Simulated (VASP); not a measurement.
# TaH3Br (Pm-3m) in VASP: single point with PBE

Aim: the single point of TaH3Br with PBE.

All numbers are computed with VASP 6.6.1; they aren't measurements. Logs are shortened: lines on timing, memory, paths and dates and some standing lists are left out, and cuts for length are marked.

### 1 The cell of the first run

It takes space group Pm-3m (No. 221, cubic). The conventional cell has a = 3.809 Å, b = 3.809 Å, c = 3.809 Å, α = 90.00°, β = 90.00°, γ = 90.00°. Ta (site symmetry m-3m) has 6 H at 1.90 Å within 2.5 Å. Within 2.5 Å of H (site symmetry 4/mmm) lie 2 Ta at 1.90 Å. Within 3.6 Å of Br (site symmetry m-3m) lie 12 H at 2.69 Å and 8 Ta at 3.30 Å.

### 2 Single point, PBE, collinear spin, ferromagnetic start

The input, INCAR:

```
SYSTEM = TaH3Br
PREC = Accurate ; ENCUT = 520
EDIFF = 1E-6 ; ISMEAR = 0
SIGMA = 0.1 ; LREAL = .FALSE.
LASPH = .TRUE. ; NELM = 150
ALGO = Normal ; ISIF = 2
LWAVE = .FALSE. ; LCHARG = .FALSE.
ISPIN = 2 ; MAGMOM = 1 0 0 0 0
LORBIT = 11 ; LMAXMIX = 4
GGA = PE ; NBANDS = 22
```

The input, KPOINTS:

```
Automatic mesh
0
G
  4 4 4
  0 0 0
```

The input, POSCAR:

```
TaH3Br
1.0
    3.8085612018      0.0000000000      0.0000000000
    0.0000000000      3.8085612018      0.0000000000
    0.0000000000      0.0000000000      3.8085910861
Ta H Br
1 3 1
Direct
    0.0000000000      0.0000000000      0.0000000000
    0.0000000000      0.0000000000      0.5000000000
    0.0000000000      0.5000000000      0.0000000000
    0.5000000000      0.0000000000      0.0000000000
    0.5000000000      0.5000000000      0.5000000000
```

Potentials or basis: VASP PAW PBE potentials, release 64 (Ta_pv, H, Br).

Run with:

```
$ cat potpaw_PBE.64/Ta_pv/POTCAR potpaw_PBE.64/H/POTCAR potpaw_PBE.64/Br/POTCAR > POTCAR
$ mpirun -np 1 vasp_std > vasp.out
```

OUTCAR:

```text
SYSTEM = TaH3Br
   PREC = Accurate
   ENCUT = 520
   EDIFF = 1E-6
   ISMEAR = 0
   LREAL = .FALSE.
   LASPH = .TRUE.
   NELM = 150
   ISIF = 2
   ISPIN = 2
   LORBIT = 11
   GGA = PE

 ion  position               nearest neighbor table
   1  0.000  0.000  0.000-   3 1.90   4 1.90   3 1.90   4 1.90   2 1.90   2 1.90
   2  0.000  0.000  0.500-   1 1.90   1 1.90
   3  0.000  0.500  0.000-   1 1.90   1 1.90
   4  0.500  0.000  0.000-   1 1.90   1 1.90
   5  0.500  0.500  0.500-

  LATTYP: Found a simple cubic cell.
 ALAT       =     3.8085612018

  Lattice vectors:

 A1 = (   3.8085612018,   0.0000000000,   0.0000000000)
 A2 = (   0.0000000000,   3.8085612018,   0.0000000000)
 A3 = (   0.0000000000,   0.0000000000,   3.8085910861)

Analysis of symmetry for initial positions (statically):
=====================================================================
 Subroutine PRICEL returns:
 Original cell was already a primitive cell.

 Routine SETGRP: Setting up the symmetry group for a
 simple cubic supercell.

 Subroutine GETGRP returns: Found 48 space group operations
 (whereof 48 operations were pure point group operations)
 out of a pool of 48 trial point group operations.

The static configuration has the point symmetry O_h .

Analysis of symmetry for dynamics (positions and initial velocities):
=====================================================================
 Subroutine PRICEL returns:
 Original cell was already a primitive cell.

 Routine SETGRP: Setting up the symmetry group for a
 simple cubic supercell.

 Subroutine GETGRP returns: Found 48 space group operations
 (whereof 48 operations were pure point group operations)
 out of a pool of 48 trial point group operations.

The dynamic configuration has the point symmetry O_h .

Analysis of structural, dynamic, and magnetic symmetry:
=====================================================================
 Subroutine PRICEL returns:
 Original cell was already a primitive cell.

 Routine SETGRP: Setting up the symmetry group for a
 simple cubic supercell.

 Subroutine GETGRP returns: Found 48 space group operations
 (whereof 48 operations were pure point group operations)
 out of a pool of 48 trial point group operations.

The overall configuration has the point symmetry O_h .
[... 114 lines left out ...]
   LORBIT       =     11    0 simple, 1 ext, 2 COOP (PROOUT), +10 PAW based schemes
   GGA     = PE    functional components
   LHFCALC =     F    Hartree Fock is set to
   AEXX    =    0.0000 exact exchange contribution
   IVDW    =     0    specifies the selected vdW correction
   LEPSILON=     F    determine dielectric tensor
   LRPA    =     F    only Hartree local field effects (RPA)
 spin polarized calculation
 Gauss-broadening in eV      SIGMA  =   0.10
  energy-cutoff  :      520.00
  volume of cell :       55.24
 maximum number of plane-waves:      1503
   NGX = 15   NGY = 15   NGZ = 15

 number of electron      21.0000004 magnetization       0.0630850

 Free energy of the ion-electron system (eV)
  ---------------------------------------------------
  ext. energy  EPLUGINS =         0.00000000
  ---------------------------------------------------
  free energy    TOTEN  =       -21.47100654 eV

  energy without entropy =      -21.46065478  energy(sigma->0) =      -21.46583066

 E-fermi :   4.2110     XC(G=0): -10.5729

 val. band max:        4.0535629102   @ k =   0.2500   0.2500   0.2500
 cond. band min:       4.2550914389   @ k =   0.2500   0.2500   0.0000
 fundamental gap:      0.2015285286
 Fermi energy:         4.2110150961

 spin component 1

 k-point     1 :       0.0000    0.0000    0.0000
  band No.  band energies     occupation
      1     -31.8926      1.00000
      2     -31.8926      1.00000
      3     -31.8926      1.00000
      4     -12.1092      1.00000
      5      -2.6178      1.00000
      6      -1.9061      1.00000
[... 239 lines left out ...]
     21      17.7684      0.00000
     22      17.7685      0.00000
 Fermi energy:         4.2110150961

 spin component 2

 k-point     1 :       0.0000    0.0000    0.0000
  band No.  band energies     occupation
      1     -31.8548      1.00000
      2     -31.8548      1.00000
      3     -31.8547      1.00000
      4     -12.1143      1.00000
      5      -2.6051      1.00000
      6      -1.8978      1.00000
[... 239 lines left out ...]
     21      17.7784      0.00000
     22      17.7784      0.00000

------------------------ aborting loop because EDIFF is reached ----------------------------------------

  FORCE on cell =-STRESS in cart. coord.  units (eV):
  Direction    XX          YY          ZZ          XY          YZ          ZX
  --------------------------------------------------------------------------------------
  -------------------------------------------------------------------------------------
  Total       -0.0492679     -0.0492679     -0.0492687      0.0000000      0.0000000      0.0000000
  in kB       -1.4288571     -1.4288571     -1.4288795      0.0000000      0.0000000      0.0000000
  external PRESSURE =      -1.4288645 kB  Pullay stress =       0.0000000 kB

 VOLUME and BASIS-vectors are now :
 -----------------------------------------------------------------------------
  energy-cutoff  :      520.00
  volume of cell :       55.24
      direct lattice vectors                 reciprocal lattice vectors
     3.808561202  0.000000000  0.000000000     0.262566346  0.000000000  0.000000000
     0.000000000  3.808561202  0.000000000     0.000000000  0.262566346  0.000000000
     0.000000000  0.000000000  3.808591086     0.000000000  0.000000000  0.262564286

 POSITION                                       TOTAL-FORCE (eV/Angst)
 -----------------------------------------------------------------------------------
      0.00000      0.00000      0.00000         0.000000      0.000000      0.000000
      0.00000      0.00000      1.90430         0.000000      0.000000      0.000000
      0.00000      1.90428      0.00000         0.000000      0.000000      0.000000
      1.90428      0.00000      0.00000         0.000000      0.000000      0.000000
      1.90428      1.90428      1.90430         0.000000      0.000000      0.000000
 -----------------------------------------------------------------------------------
    total drift:                               -0.000000      0.000000      0.000000

  FREE ENERGIE OF THE ION-ELECTRON SYSTEM (eV)
  ---------------------------------------------------
  free  energy   TOTEN  =       -21.4710065356 eV

  energy  without entropy=      -21.4606547791  energy(sigma->0) =      -21.46583066

 total charge

# of ion       s       p       d       tot
------------------------------------------
    1        0.293   6.143   2.095   8.532
    2        0.586   0.011   0.000   0.597
    3        0.586   0.011   0.000   0.597
    4        0.586   0.011   0.000   0.597
    5        1.659   3.091   0.037   4.786
--------------------------------------------------
tot          3.711   9.267   2.132  15.110

 magnetization (x)

# of ion       s       p       d       tot
------------------------------------------
    1        0.001   0.000   0.055   0.056
    2       -0.001   0.000   0.000  -0.001
    3       -0.001   0.000   0.000  -0.001
    4       -0.001   0.000   0.000  -0.001
    5       -0.000  -0.007   0.001  -0.007
--------------------------------------------------
tot         -0.003  -0.007   0.055   0.046
```

OSZICAR:

```text
N       E                     dE             d eps       ncg     rms          rms(c)
DAV:   1     0.128162761009E+03    0.12816E+03   -0.10157E+04   880   0.878E+02
DAV:   2    -0.183824361362E+02   -0.14655E+03   -0.14049E+03  1104   0.236E+02
DAV:   3    -0.241229017488E+02   -0.57405E+01   -0.57028E+01  1128   0.430E+01
DAV:   4    -0.241602367006E+02   -0.37335E-01   -0.37325E-01  1012   0.378E+00
DAV:   5    -0.241604795875E+02   -0.24289E-03   -0.24288E-03  1154   0.305E-01    0.176E+01
DAV:   6    -0.217943863578E+02    0.23661E+01   -0.37154E+00  1024   0.107E+01    0.702E+00
DAV:   7    -0.214747800345E+02    0.31961E+00   -0.59251E-01  1042   0.461E+00    0.345E+00
DAV:   8    -0.214724618261E+02    0.23182E-02   -0.16665E-01  1036   0.180E+00    0.230E+00
DAV:   9    -0.214711187812E+02    0.13430E-02   -0.42075E-03  1078   0.332E-01    0.132E+00
DAV:  10    -0.214706966033E+02    0.42218E-03   -0.67913E-03  1042   0.536E-01    0.274E-01
DAV:  11    -0.214710290732E+02   -0.33247E-03   -0.80552E-04  1042   0.183E-01    0.102E-01
DAV:  12    -0.214709950503E+02    0.34023E-04   -0.74166E-05  1072   0.547E-02    0.370E-02
DAV:  13    -0.214710039268E+02   -0.88766E-05   -0.11165E-05  1048   0.206E-02    0.191E-02
DAV:  14    -0.214710063968E+02   -0.24700E-05   -0.14283E-06   938   0.743E-03    0.385E-03
DAV:  15    -0.214710065356E+02   -0.13882E-06   -0.37539E-07   632   0.358E-03
   1 F= -.21471007E+02 E0= -.21465831E+02  d E =-.103518E-01  mag=     0.0627
```

Wall time 25 s (1 thread of Intel Xeon Platinum 8259CL at 2.50GHz (Skylake/Cascade Lake), shared host); peak memory 0.18 GiB.

Results:

```
Free energy                                           : -21.4710 eV
Pressure                                              : -0.1 GPa
Net moment                                            : 0.06 μB per cell
Site moments                                          : Ta +0.06; H -0.00; Br -0.01 μB
Valence electrons inside the program's atomic spheres : Ta 8.53; H 0.60; Br 4.79
```

Levels at points of the mesh, in eV from the Fermi level:
Spin up:
| k point | band 6 | band 7 | band 8 | band 9 | band 10 | band 11 | band 12 | band 13 | band 14 | band 15 |
| --- | --- | --- | --- | --- | --- | --- | --- | --- | --- | --- |
| (0.00, 0.00, 0.00) | -6.12 | -6.12 | -3.44 | -3.44 | -3.44 | 0.56 | 0.56 | 0.56 | 7.62 | 7.62 |
| (0.50, 0.00, 0.00) | -5.90 | -3.68 | -3.68 | -3.45 | -1.39 | 0.72 | 1.16 | 1.16 | 1.33 | 5.29 |
| (0.50, 0.50, 0.00) | -6.30 | -6.30 | -2.80 | -0.97 | -0.60 | -0.60 | -0.41 | -0.41 | 0.73 | 0.99 |
| (0.50, 0.50, 0.50) | -5.52 | -5.52 | -3.68 | -3.68 | -3.68 | 0.78 | 0.78 | 1.53 | 1.53 | 1.53 |
Spin down:
| k point | band 8 | band 9 | band 10 | band 11 | band 12 | band 13 |
| --- | --- | --- | --- | --- | --- | --- |
| (0.00, 0.00, 0.00) | -3.44 | -3.44 | -3.44 | 0.63 | 0.63 | 0.63 |
| (0.50, 0.00, 0.00) | -3.67 | -3.44 | -1.39 | 0.79 | 1.21 | 1.21 |
| (0.50, 0.50, 0.00) | -2.81 | -0.91 | -0.60 | -0.60 | -0.35 | -0.35 |
| (0.50, 0.50, 0.50) | -3.67 | -3.67 | -3.67 | 0.81 | 0.81 | 1.57 |

Caveat: the k points lie up to 0.41 Å⁻¹ apart; spin-orbit coupling is left out, which moves the levels of the heavy elements.
